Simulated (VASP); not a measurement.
# W (Fm-3m) in VASP: further runs

W is run at these levels: RPBE; tasks: single point.

Everything below comes from runs of VASP 6.6.1. Logs are shortened: lines on timing, memory, paths and dates and some standing lists are left out, and cuts for length are marked.

**1. The cell of the first run**

The structure is cubic, space group Fm-3m (No. 225). The conventional cell has a = 4.161 Å, b = 4.161 Å, c = 4.161 Å, α = 90.00°, β = 90.00°, γ = 90.00°. Within 3.9 Å of W (site symmetry m-3m) lie 12 W at 2.94 Å.

This isn't the form of W at room conditions, which is bcc.

**2. Single point, RPBE (18.01 Å³/atom)**

File INCAR:

```
SYSTEM = W
PREC = Accurate
ENCUT = 520
EDIFF = 1E-6
ISMEAR = -1
SIGMA = 0.1
LREAL = .FALSE.
LASPH = .TRUE.
NELM = 60
ALGO = Normal
ISIF = 2
LWAVE = .FALSE.
LCHARG = .FALSE.
GGA = RP
NBANDS = 13
```

File KPOINTS:

```
Automatic mesh
0
G
  15 15 15
  0 0 0
```

File POSCAR:

```
W
1.0
    0.0000000000      2.0803614633      2.0803614633
    2.0803614633      0.0000000000      2.0803614633
    2.0803614633      2.0803614633      0.0000000000
W
1
Direct
    0.0000000000      0.0000000000      0.0000000000
```

Potentials or basis: VASP PAW PBE potentials, release 64 (W_sv).

Command:

```bash
> cat potpaw_PBE.64/W_sv/POTCAR > POTCAR
> mpirun -np 1 vasp_std > vasp.out
```

OUTCAR:

```text
SYSTEM = W
   PREC = Accurate
   ENCUT = 520
   EDIFF = 1E-6
   ISMEAR = -1
   LREAL = .FALSE.
   LASPH = .TRUE.
   NELM = 60
   ISIF = 2
   GGA = RP

 ion  position               nearest neighbor table
   1  0.000  0.000  0.000-

  LATTYP: Found a face centered cubic cell.
 ALAT       =     4.1607229266

  Lattice vectors:

 A1 = (   0.0000000000,   2.0803614633,   2.0803614633)
 A2 = (   2.0803614633,   0.0000000000,   2.0803614633)
 A3 = (   2.0803614633,   2.0803614633,   0.0000000000)

Analysis of symmetry for initial positions (statically):
=====================================================================
 Subroutine PRICEL returns:
 Original cell was already a primitive cell.

 Routine SETGRP: Setting up the symmetry group for a
 face centered cubic supercell.

 Subroutine GETGRP returns: Found 48 space group operations
 (whereof 48 operations were pure point group operations)
 out of a pool of 48 trial point group operations.

The static configuration has the point symmetry O_h .

Analysis of symmetry for dynamics (positions and initial velocities):
=====================================================================
 Subroutine PRICEL returns:
 Original cell was already a primitive cell.

 Routine SETGRP: Setting up the symmetry group for a
 face centered cubic supercell.

 Subroutine GETGRP returns: Found 48 space group operations
 (whereof 48 operations were pure point group operations)
 out of a pool of 48 trial point group operations.

The dynamic configuration has the point symmetry O_h .

 Subroutine INISYM returns: Found 48 space group operations
 (whereof 48 operations are pure point group operations),
 and found     1 'primitive' translations

----------------------------------------------------------------------------------------

                                     Primitive cell

  volume of cell :      18.0072

  direct lattice vectors                    reciprocal lattice vectors
     0.000000000  2.080361463  2.080361463    -0.240342849  0.240342849  0.240342849
     2.080361463  0.000000000  2.080361463     0.240342849 -0.240342849  0.240342849
     2.080361463  2.080361463  0.000000000     0.240342849  0.240342849 -0.240342849

  length of vectors
     2.942075396  2.942075396  2.942075396     0.416286025  0.416286025  0.416286025

  position of ions in fractional coordinates (direct lattice)
     0.000000000  0.000000000  0.000000000

  ion indices of the primitive-cell ions
   primitive index   ion index
                 1           1

----------------------------------------------------------------------------------------

 KPOINTS: Automatic mesh

Automatic generation of k-mesh.
 Grid dimensions read from file:
 generate k-points for:   15   15   15

 Generating k-lattice:

  Cartesian coordinates                     Fractional coordinates (reciprocal lattice)
    -0.016022857  0.016022857  0.016022857     0.066666667  0.000000000  0.000000000
     0.016022857 -0.016022857  0.016022857     0.000000000  0.066666667  0.000000000
     0.016022857  0.016022857 -0.016022857     0.000000000  0.000000000  0.066666667

  Length of vectors
     0.027752402  0.027752402  0.027752402

  Shift w.r.t. Gamma in fractional coordinates (k-lattice)
     0.000000000  0.000000000  0.000000000

 Subroutine IBZKPT returns following result:
 ===========================================

 Found    120 irreducible k-points:

 Following reciprocal coordinates:
            Coordinates               Weight
  0.000000  0.000000  0.000000      1.000000
  0.066667  0.000000  0.000000      8.000000
  0.133333  0.000000  0.000000      8.000000
  0.200000  0.000000  0.000000      8.000000
  0.266667  0.000000  0.000000      8.000000
  0.333333  0.000000  0.000000      8.000000
[... 16 lines left out ...]
  0.133333  0.133333  0.000000      6.000000
  0.200000  0.133333  0.000000     24.000000
 [... further k-points ...]
   k-points           NKPTS =    120   k-points in BZ     NKDIM =    120   number of bands    NBANDS=     13
   number of dos      NEDOS =    301   number of ions     NIONS =      1
   total plane-waves  NPLWV =  13824
   dimension x,y,z NGX =    24 NGY =   24 NGZ =   24
   dimension x,y,z NGXF=    48 NGYF=   48 NGZF=   48
   ions per type =               1
   NGX,Y,Z   is equivalent  to a cutoff of  13.56, 13.56, 13.56 a.u.
   NGXF,Y,Z  is equivalent  to a cutoff of  27.12, 27.12, 27.12 a.u.
 SYSTEM =  W
   PREC   = accura    normal or accurate (medium, high low for compatibility)
   ISTART =      0    job   : 0-new  1-cont  2-samecut
   ICHARG =      2    charge: 1-file 2-atom 10-const
   ISPIN  =      1    spin polarized calculation?
   LNONCOLLINEAR =      F non collinear calculations
   LSORBIT =      F    spin-orbit coupling
   LASPH  =      T    aspherical Exc in radial PAW
   ENCUT  =  520.0 eV  38.22 Ry    6.18 a.u.   5.47  5.47  5.47*2*pi/ulx,y,z
   NELM   =     60;   NELMIN=  2; NELMDL= -5     # of ELM steps
   EDIFF  = 0.1E-05   stopping-criterion for ELM
   LREAL  =      F    real-space projection
   EDIFFG = 0.1E-04   stopping-criterion for IOM
   NSW    =      0    number of steps for IOM
   IBRION =     -1    ionic relax: 0-MD 1-quasi-New 2-CG
   NFREE  =      0    steps in history (QN), initial steepest desc. (CG)
   ISIF   =      2    stress and relaxation
   ISYM   =      2    0-nonsym 1-usesym 2-fastsym
   POTIM  = 0.5000    time-step for ionic-motion
   TEBEG  =    0.0;   TEEND  =   0.0 temperature during run
   PSTRESS=    0.0 pullay stress
   NELECT =      14.0000    total number of electrons
   NUPDOWN=      -1.0000    fix difference up-down
   EMIN   =  10.00;   EMAX   =-10.00  energy-range for DOS
   EFERMI =   0.00;   METHOD = LEGACY
   ISMEAR =    -1;   SIGMA  =   0.10  broadening in eV -4-tet -1-fermi 0-gaus
   EFERMI_NEDOS =   21; number of points for ismear=-14 and -15
   IALGO  =     38    algorithm
   IMIX   =      4    mixing-type and parameters
     AMIX     =   0.40;   BMIX     =  1.00
     AMIX_MAG =   1.60;   BMIX_MAG =  1.00
  volume/ion in A,a.u.               =      18.01       121.52
  Fermi-wavevector in a.u.,A,eV,Ry     =   1.505343  2.844685 30.831572  2.266057
  Thomas-Fermi vector in A             =   2.616204
   LORBIT       =      0    0 simple, 1 ext, 2 COOP (PROOUT), +10 PAW based schemes
   GGA     = RP    functional components
   LHFCALC =     F    Hartree Fock is set to
   AEXX    =    0.0000 exact exchange contribution
   IVDW    =     0    specifies the selected vdW correction
   LEPSILON=     F    determine dielectric tensor
   LRPA    =     F    only Hartree local field effects (RPA)
 non-spin polarized calculation
  energy-cutoff  :      520.00
  volume of cell :       18.01
 maximum number of plane-waves:       531
 NGX is ok and might be reduce to    24
   NGX = 11   NGY = 11   NGZ = 11

 number of electron      14.0000000 magnetization

 Free energy of the ion-electron system (eV)
  ---------------------------------------------------
  ext. energy  EPLUGINS =         0.00000000
  ---------------------------------------------------
  free energy    TOTEN  =       -11.86767586 eV

  energy without entropy =      -11.82399619  energy(sigma->0) =      -11.84583602

 E-fermi :   9.3807     XC(G=0): -12.8681

 val. band max:        9.3786065809   @ k =   0.2000   0.1333   0.0667
 cond. band min:       9.3875565607   @ k =  -0.4000   0.4000   0.0667
 fundamental gap:      0.0089499798
 Fermi energy:         9.3807161303

 k-point     1 :       0.0000    0.0000    0.0000
  band No.  band energies     occupation
      1     -64.5436      2.00000
      2     -28.2710      2.00000
      3     -28.2710      2.00000
      4     -28.2710      2.00000
      5       0.8463      2.00000
      6       8.8972      1.98423
      7       8.8972      1.98423
      8       8.8972      1.98423
      9      11.6397      0.00000
     10      11.6397      0.00000
     11      21.9632      0.00000
     12      26.7579      0.00000
     13      26.7579      0.00000

 k-point     2 :       0.0667    0.0000    0.0000
  band No.  band energies     occupation
      1     -64.5406      2.00000
      2     -28.3088      2.00000
      3     -28.2760      2.00000
      4     -28.2760      2.00000
      5       1.0210      2.00000
      6       8.7653      1.99576
      7       8.9779      1.96502
      8       8.9779      1.96502
      9      11.5711      0.00000
     10      11.5711      0.00000
     11      22.3092      0.00000
     12      25.9519      0.00000
     13      27.0804      0.00000

 k-point     3 :       0.1333    0.0000    0.0000
  band No.  band energies     occupation
      1     -64.5321      2.00000
      2     -28.4144      2.00000
      3     -28.2900      2.00000
      4     -28.2900      2.00000
      5       1.5217      2.00000
      6       8.4411      1.99983
      7       9.1725      1.77835
      8       9.1725      1.77835
      9      11.4417      0.00000
     10      11.4417      0.00000
     11      23.1744      0.00000
     12      24.5966      0.00000
     13      28.0038      0.00000

 k-point     4 :       0.2000    0.0000    0.0000
  band No.  band energies     occupation
      1     -64.5198      2.00000
      2     -28.5674      2.00000
      3     -28.3106      2.00000
      4     -28.3106      2.00000
      5       2.2693      2.00000
      6       8.0967      1.99999
      7       9.3210      1.29020
      8       9.3210      1.29020
      9      11.4721      0.00000
     10      11.4721      0.00000
     11      22.8829      0.00000
     12      24.6815      0.00000
     13      29.4142      0.00000

 k-point     5 :       0.2667    0.0000    0.0000
  band No.  band energies     occupation
      1     -64.5055      2.00000
      2     -28.7393      2.00000
      3     -28.3341      2.00000
      4     -28.3341      2.00000
      5       3.1027      2.00000
      6       7.9503      2.00000
      7       9.2583      1.54571
      8       9.2583      1.54571
      9      11.8690      0.00000
     10      11.8690      0.00000
     11      21.6814      0.00000
     12      25.0380      0.00000
     13      30.8551      0.00000
[... 257 lines left out ...]
 k-point    22 :      -0.0667    0.0667    0.0000
  band No.  band energies     occupation
      1     -64.5358      2.00000
      2     -28.3611      2.00000
      3     -28.2981      2.00000
      4     -28.2779      2.00000
      5       1.3053      2.00000
      6       8.5470      1.99952
      7       9.0956      1.89073
      8       9.1299      1.84949
      9      11.3019      0.00000
     10      11.6535      0.00000
     11      22.8514      0.00000
     12      25.2799      0.00000
     13      27.0520      0.00000

 k-point    23 :       0.1333    0.1333    0.0000
  band No.  band energies     occupation
      1     -64.5285      2.00000
      2     -28.4103      2.00000
      3     -28.3220      2.00000
      4     -28.3220      2.00000
      5       1.7493      2.00000
      6       8.0986      1.99999
      7       9.4411      0.70683
      8       9.4411      0.70683
      9      10.6638      0.00001
     10      11.9396      0.00000
     11      23.7152      0.00000
     12      25.5996      0.00000
     13      27.2270      0.00000

 k-point    24 :       0.2000    0.1333    0.0000
  band No.  band energies     occupation
      1     -64.5192      2.00000
      2     -28.5100      2.00000
      3     -28.3478      2.00000
      4     -28.3409      2.00000
      5       2.3155      2.00000
      6       7.7472      2.00000
      7       9.5922      0.21537
      8       9.7100      0.07165
      9      10.4341      0.00005
     10      12.0938      0.00000
     11      24.5838      0.00000
     12      24.9057      0.00000
     13      27.5611      0.00000

 [... further k-points ...]

------------------------ aborting loop because EDIFF is reached ----------------------------------------

  FORCE on cell =-STRESS in cart. coord.  units (eV):
  Direction    XX          YY          ZZ          XY          YZ          ZX
  --------------------------------------------------------------------------------------
  -------------------------------------------------------------------------------------
  Total       -2.0093319     -2.0093319     -2.0093319      0.0000000     -0.0000000     -0.0000000
  in kB     -178.7787326   -178.7787326   -178.7787326      0.0000000     -0.0000000     -0.0000000
  external PRESSURE =    -178.7787326 kB  Pullay stress =       0.0000000 kB

 VOLUME and BASIS-vectors are now :
 -----------------------------------------------------------------------------
  energy-cutoff  :      520.00
  volume of cell :       18.01
      direct lattice vectors                 reciprocal lattice vectors
     0.000000000  2.080361463  2.080361463    -0.240342849  0.240342849  0.240342849
     2.080361463  0.000000000  2.080361463     0.240342849 -0.240342849  0.240342849
     2.080361463  2.080361463  0.000000000     0.240342849  0.240342849 -0.240342849

 POSITION                                       TOTAL-FORCE (eV/Angst)
 -----------------------------------------------------------------------------------
      0.00000      0.00000      0.00000         0.000000      0.000000      0.000000
 -----------------------------------------------------------------------------------
    total drift:                               -0.000000      0.000000     -0.000000

  FREE ENERGIE OF THE ION-ELECTRON SYSTEM (eV)
  ---------------------------------------------------
  free  energy   TOTEN  =       -11.8676758603 eV

  energy  without entropy=      -11.8239961874  energy(sigma->0) =      -11.84583602
```

It took 29 s on 1 thread of Intel Xeon 8259CL, shared host; peak memory 0.16 GiB.

Results:

```yaml
Free_energy: -11.8677 eV
Pressure: -17.9 GPa
Band_gap_on_the_k_mesh: zero (bands 7 and 8 overlap by 2.82 eV)
```

Caveat: the cell stands under tension; the PAW data sets were made with another functional, which shifts forces and pressure a little; spin-orbit coupling is left out, which moves the levels of the heavy elements.

**3. Single point, RPBE (18.67 Å³/atom)**

This run uses another cell than the first one, of 18.67 Å³/atom.

File INCAR:

```
SYSTEM = W
PREC = Accurate
ENCUT = 520
EDIFF = 1E-6
ISMEAR = -1
SIGMA = 0.1
LREAL = .False.
LASPH = .True.
NELM = 60
ALGO = Normal
ISIF = 2
LWAVE = .False.
LCHARG = .False.
GGA = RP
NBANDS = 13
```

File KPOINTS:

```
Automatic mesh
0
Gamma
  15 15 15
  0 0 0
```

File POSCAR:

```
W
1.0
    0.0000000000      2.1057342257      2.1057342257
    2.1057342257      0.0000000000      2.1057342257
    2.1057342257      2.1057342257      0.0000000000
W
1
Direct
    0.0000000000      0.0000000000      0.0000000000
```

Potentials or basis: VASP PAW PBE potentials, release 64 (W_sv).

Command:

```bash
> cat potpaw_PBE.64/W_sv/POTCAR > POTCAR
> mpirun -np 1 vasp_std > vasp.out
```

Run time: 32 s. Hardware: 1 thread of Intel Xeon 8259CL, shared host; peak memory 0.16 GiB.

It converged, with:

* Free energy: -11.7794 eV
* Pressure: -24.4 GPa
* Band gap on the k mesh: zero (bands 7 and 8 overlap by 2.66 eV)

Levels at points of the mesh, in eV from the Fermi level:
```
           k point  band 5  band 6  band 7  band 8  band 9  band 10
(0.00, 0.00, 0.00)   -8.34   -0.46   -0.46   -0.46    2.14     2.14
```

Caveat: the cell stands under tension; the PAW data sets were made with another functional, which shifts forces and pressure a little; spin-orbit coupling is left out, which moves the levels of the heavy elements.
